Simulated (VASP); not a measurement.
# Zr (Pm-3n) in VASP: single point with r2SCAN

Aim: the single point of Zr with r2SCAN.

Everything below comes from runs of VASP 6.6.1. Logs are shortened: lines on timing, memory, paths and dates and some standing lists are left out, and cuts for length are marked.

## (1) The cell of the first run

Symmetry: Pm-3n, No. 223, cubic system. The conventional cell has a = 5.754 Å, b = 5.754 Å, c = 5.754 Å, α = 90.00°, β = 90.00°, γ = 90.00°. Zr (site symmetry m-3) has 12 Zr at 3.22 Å within 4.2 Å. Within 3.8 Å of Zr (site symmetry -4m2) lie 14 Zr at 2.88 to 3.52 Å.

## (2) Single point, r2SCAN

The input, POSCAR:

```
Zr
1.0
    5.7542859044      0.0000000000      0.0000000000
    0.0000000000      5.7542859044      0.0000000000
    0.0000000000      0.0000000000      5.7542859044
Zr
8
Direct
    0.5000000000      0.5000000000      0.5000000000
    0.0000000000      0.0000000000      0.0000000000
    0.2500000000      0.0000000000      0.5000000000
    0.5000000000      0.2500000000      0.0000000000
    0.5000000000      0.7500000000      0.0000000000
    0.7500000000      0.0000000000      0.5000000000
    0.0000000000      0.5000000000      0.7500000000
    0.0000000000      0.5000000000      0.2500000000
```

The input, INCAR.step1:

```
SYSTEM = Zr
PREC     = Accurate       ! precision mode
ENCUT    = 520            ! plane-wave cutoff, eV
ISMEAR   = 0              ! smearing method
SIGMA    = 0.1            ! smearing width, eV
LREAL    = .False.        ! projectors in reciprocal space
LASPH    = .True.         ! aspherical terms in the spheres
NELM     = 60             ! most SCF steps
NBANDS   = 58             ! bands
GGA      = PE             ! functional
ALGO     = Normal         ! electronic algorithm
EDIFF    = 1E-4           ! SCF threshold, eV
LWAVE    = .True.         ! write WAVECAR
LCHARG   = .False.        ! write CHGCAR
```

The input, INCAR.step2:

```
SYSTEM = Zr
PREC     = Accurate       ! precision mode
ENCUT    = 520            ! plane-wave cutoff, eV
EDIFF    = 1E-6           ! SCF threshold, eV
ISMEAR   = 0              ! smearing method
SIGMA    = 0.1            ! smearing width, eV
LREAL    = .False.        ! projectors in reciprocal space
LASPH    = .True.         ! aspherical terms in the spheres
NELM     = 60             ! most SCF steps
ALGO     = Normal         ! electronic algorithm
ISIF     = 2              ! what is computed and relaxed
LWAVE    = .False.        ! write WAVECAR
LCHARG   = .False.        ! write CHGCAR
METAGGA  = R2SCAN         ! meta-GGA
LMIXTAU  = .True.       
NBANDS   = 58             ! bands
ISTART   = 1
```

The input, KPOINTS:

```
regular mesh
0
Gamma
  4 4 4
  0 0 0
```

Potentials or basis: VASP PAW PBE potentials, release 64 (Zr_sv).

On the command line:

```bash
cat potpaw_PBE.64/Zr_sv/POTCAR > POTCAR
cp INCAR.step1 INCAR
mpirun -np 1 vasp_std > vasp.out
cp INCAR.step2 INCAR
mpirun -np 1 vasp_std > vasp.out
```

OUTCAR:

```text
SYSTEM = Zr
   PREC = Accurate
   ENCUT = 520
   EDIFF = 1E-6
   ISMEAR = 0
   LREAL = .False.
   LASPH = .True.
   NELM = 60
   ISIF = 2
   METAGGA = R2SCAN
   ISTART = 1

 ion  position               nearest neighbor table
   1  0.500  0.500  0.500-   3 3.22   4 3.22   5 3.22   6 3.22   7 3.22   8 3.22   4 3.22   5 3.22
                             3 3.22   6 3.22   7 3.22   8 3.22
   2  0.000  0.000  0.000-   3 3.22   4 3.22   5 3.22   6 3.22   7 3.22   8 3.22   3 3.22   6 3.22
                             7 3.22   8 3.22   4 3.22   5 3.22
   3  0.250  0.000  0.500-   6 2.88   6 2.88   1 3.22   2 3.22   1 3.22   2 3.22   8 3.52   5 3.52
                             4 3.52   5 3.52   4 3.52   7 3.52   8 3.52   7 3.52
   4  0.500  0.250  0.000-   5 2.88   5 2.88   1 3.22   1 3.22   2 3.22   2 3.22   8 3.52   3 3.52
                             3 3.52   6 3.52   6 3.52   7 3.52   7 3.52   8 3.52
   5  0.500  0.750  0.000-   4 2.88   4 2.88   1 3.22   1 3.22   2 3.22   2 3.22   8 3.52   3 3.52
                             3 3.52   6 3.52   6 3.52   7 3.52   7 3.52   8 3.52
   6  0.750  0.000  0.500-   3 2.88   3 2.88   1 3.22   2 3.22   1 3.22   2 3.22   8 3.52   4 3.52
                             4 3.52   5 3.52   5 3.52   7 3.52   8 3.52   7 3.52
   7  0.000  0.500  0.750-   8 2.88   8 2.88   1 3.22   2 3.22   2 3.22   1 3.22   3 3.52   4 3.52
                             5 3.52   3 3.52   6 3.52   6 3.52   4 3.52   5 3.52
   8  0.000  0.500  0.250-   7 2.88   7 2.88   1 3.22   2 3.22   2 3.22   1 3.22   3 3.52   4 3.52
                             5 3.52   3 3.52   6 3.52   6 3.52   4 3.52   5 3.52

  LATTYP: Found a simple cubic cell.
 ALAT       =     5.7542859044

  Lattice vectors:

 A1 = (   5.7542859044,   0.0000000000,   0.0000000000)
 A2 = (   0.0000000000,   5.7542859044,   0.0000000000)
 A3 = (   0.0000000000,   0.0000000000,   5.7542859044)

Analysis of symmetry for initial positions (statically):
=====================================================================
 Subroutine PRICEL returns:
 Original cell was already a primitive cell.

 Routine SETGRP: Setting up the symmetry group for a
 simple cubic supercell.

 Subroutine GETGRP returns: Found 48 space group operations
 (whereof 24 operations were pure point group operations)
 out of a pool of 48 trial point group operations.

The static configuration has the point symmetry T_h .
 The point group associated with its full space group is O_h .

Analysis of symmetry for dynamics (positions and initial velocities):
=====================================================================
 Subroutine PRICEL returns:
 Original cell was already a primitive cell.

 Routine SETGRP: Setting up the symmetry group for a
 simple cubic supercell.

 Subroutine GETGRP returns: Found 48 space group operations
[... 113 lines left out ...]
   NUPDOWN=      -1.0000    fix difference up-down
   EMIN   =  10.00;   EMAX   =-10.00  energy-range for DOS
   EFERMI =   0.00;   METHOD = LEGACY
   ISMEAR =     0;   SIGMA  =   0.10  broadening in eV -4-tet -1-fermi 0-gaus
   EFERMI_NEDOS =   21; number of points for ismear=-14 and -15
   IALGO  =     38    algorithm
   IMIX   =      4    mixing-type and parameters
     AMIX     =   0.40;   BMIX     =  1.00
     AMIX_MAG =   1.60;   BMIX_MAG =  1.00
  volume/ion in A,a.u.               =      23.82       160.72
  Fermi-wavevector in a.u.,A,eV,Ry     =   1.302688  2.461724 23.089039  1.696996
  Thomas-Fermi vector in A             =   2.433740
   LORBIT       =      0    0 simple, 1 ext, 2 COOP (PROOUT), +10 PAW based schemes
   METAGGA = R2SCAN    functional components
   LHFCALC =     F    Hartree Fock is set to
   AEXX    =    0.0000 exact exchange contribution
   IVDW    =     0    specifies the selected vdW correction
   LEPSILON=     F    determine dielectric tensor
   LRPA    =     F    only Hartree local field effects (RPA)
 non-spin polarized calculation
 Gauss-broadening in eV      SIGMA  =   0.10
  energy-cutoff  :      520.00
  volume of cell :      190.53
 maximum number of plane-waves:      5142
 NGX is ok and might be reduce to    48
   NGX = 21   NGY = 21   NGZ = 21

 number of electron      95.9999998 magnetization

 Free energy of the ion-electron system (eV)
  ---------------------------------------------------
  ext. energy  EPLUGINS =         0.00000000
  ---------------------------------------------------
  free energy    TOTEN  =      -180.58340455 eV

  energy without entropy =     -180.47568221  energy(sigma->0) =     -180.52954338

 E-fermi :   8.3420     XC(G=0): -11.8430

 val. band max:        8.3379722625   @ k =   0.5000   0.2500   0.0000
 cond. band min:       8.3433775710   @ k =   0.5000   0.2500   0.2500
 fundamental gap:      0.0054053084
 Fermi energy:         8.3419767263

 k-point     1 :       0.0000    0.0000    0.0000
  band No.  band energies     occupation
      1     -41.7567      2.00000
      2     -41.6520      2.00000
      3     -41.6424      2.00000
      4     -41.6424      2.00000
      5     -41.5851      2.00000
      6     -41.4896      2.00000
[... 599 lines left out ...]
     57      11.4769      0.00000
     58      11.4769      0.00000

------------------------ aborting loop because EDIFF is reached ----------------------------------------

  FORCE on cell =-STRESS in cart. coord.  units (eV):
  Direction    XX          YY          ZZ          XY          YZ          ZX
  --------------------------------------------------------------------------------------
  -------------------------------------------------------------------------------------
  Total       -3.2911550     -3.2911550     -3.2911550      0.0000000     -0.0000000      0.0000000
  in kB      -27.6748075    -27.6748075    -27.6748075      0.0000000     -0.0000000      0.0000000
  external PRESSURE =     -27.6748075 kB  Pullay stress =       0.0000000 kB

 VOLUME and BASIS-vectors are now :
 -----------------------------------------------------------------------------
  energy-cutoff  :      520.00
  volume of cell :      190.53
      direct lattice vectors                 reciprocal lattice vectors
     5.754285904  0.000000000  0.000000000     0.173783510  0.000000000  0.000000000
     0.000000000  5.754285904  0.000000000     0.000000000  0.173783510  0.000000000
     0.000000000  0.000000000  5.754285904     0.000000000  0.000000000  0.173783510

 POSITION                                       TOTAL-FORCE (eV/Angst)
 -----------------------------------------------------------------------------------
      2.87714      2.87714      2.87714         0.000000     -0.000000      0.000000
      0.00000      0.00000      0.00000         0.000000     -0.000000      0.000000
      1.43857      0.00000      2.87714         0.000000     -0.000000      0.000000
      2.87714      1.43857      0.00000         0.000000      0.000000     -0.000000
      2.87714      4.31571      0.00000         0.000000     -0.000000      0.000000
      4.31571      0.00000      2.87714        -0.000000      0.000000     -0.000000
      0.00000      2.87714      4.31571         0.000000     -0.000000     -0.000000
      0.00000      2.87714      1.43857         0.000000      0.000000      0.000000
 -----------------------------------------------------------------------------------
    total drift:                                0.000000     -0.000000      0.000000

  FREE ENERGIE OF THE ION-ELECTRON SYSTEM (eV)
  ---------------------------------------------------
  free  energy   TOTEN  =      -180.5834045511 eV

  energy  without entropy=     -180.4756822072  energy(sigma->0) =     -180.52954338
```

OUTCAR.step1:

```text
SYSTEM = Zr
   PREC = Accurate
   ENCUT = 520
   ISMEAR = 0
   LREAL = .False.
   LASPH = .True.
   NELM = 60
[... 847 lines left out ...]
      4.31571      0.00000      2.87714         0.000000      0.000000      0.000000
      0.00000      2.87714      4.31571        -0.000000      0.000000      0.000000
      0.00000      2.87714      1.43857         0.000000     -0.000000     -0.000000
 -----------------------------------------------------------------------------------
    total drift:                                0.000000     -0.000000      0.000000

  FREE ENERGIE OF THE ION-ELECTRON SYSTEM (eV)
  ---------------------------------------------------
  free  energy   TOTEN  =       -67.0597067394 eV

  energy  without entropy=      -66.9567897229  energy(sigma->0) =      -67.00824823
```

OSZICAR.step1:

```text
N       E                     dE             d eps       ncg     rms          rms(c)
DAV:   1     0.108415980876E+04    0.10842E+04   -0.51178E+04  1160   0.166E+03
DAV:   2     0.277095037369E+02   -0.10565E+04   -0.10322E+04  1308   0.501E+02
DAV:   3    -0.588271620594E+02   -0.86537E+02   -0.82487E+02  1800   0.102E+02
DAV:   4    -0.687898232234E+02   -0.99627E+01   -0.96961E+01  1760   0.310E+01
DAV:   5    -0.696016846380E+02   -0.81186E+00   -0.81030E+00  1560   0.663E+00    0.283E+01
DAV:   6    -0.674158954837E+02    0.21858E+01   -0.39642E+00  1366   0.973E+00    0.111E+01
DAV:   7    -0.670360362097E+02    0.37986E+00   -0.19427E+00  1482   0.655E+00    0.201E+00
DAV:   8    -0.670508286095E+02   -0.14792E-01   -0.21046E-01  1552   0.200E+00    0.153E+00
DAV:   9    -0.670623064667E+02   -0.11478E-01   -0.94842E-02  1438   0.181E+00    0.312E-01
DAV:  10    -0.670596891014E+02    0.26174E-02   -0.17718E-02  1384   0.721E-01    0.895E-02
DAV:  11    -0.670596866493E+02    0.24522E-05   -0.13831E-03  1160   0.190E-01    0.253E-02
DAV:  12    -0.670597067394E+02   -0.20090E-04   -0.12114E-04   786   0.583E-02
   1 F= -.67059707E+02 E0= -.67008248E+02  d E =-.102917E+00
```

It took 5.2 min on 1 thread of Intel Xeon Platinum 8559C (Emerald Rapids), shared host; peak memory 0.38 GiB.

Results:

```
Free energy            : -180.5834 eV
Pressure               : -2.8 GPa
Band gap on the k mesh : zero (bands 48 and 49 overlap by 0.54 eV)
```

Caveat: the PAW data sets were made with another functional, which shifts forces and pressure a little.
